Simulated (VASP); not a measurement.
Crystal: SnTe.

```
Te Sn
1.0
     0.00000    3.19231    3.19231
     3.19231    0.00000    3.19231
     3.19231    3.19231    0.00000
Te Sn
1 1
Direct
  0.50000 0.50000 0.50000
  0.00000 0.00000 0.00000
```

Base run:

- Program: VASP 6.6.1
- Functional: RPBE
- Potentials or basis: VASP PAW PBE potentials, release 64 (Te, Sn_d)
- Cutoff: 520 eV
- k mesh: 7 × 7 × 7
- Occupations: fermi-dirac, width 0.05 eV
- Spin: no spin polarisation

Its results: pressure 1.8 GPa.

Q: The run is repeated on the same cell with these changes: dispersion from none to D4. What comes out?

A: Pressure -2.2 GPa.

Dispersion adds attraction, which lowers the pressure at fixed volume and, as a term added to the energy, leaves the levels alone.

Caveats: the PAW data sets were made with another functional, which shifts forces and pressure a little; spin-orbit coupling is left out, which moves the levels of the heavy elements.
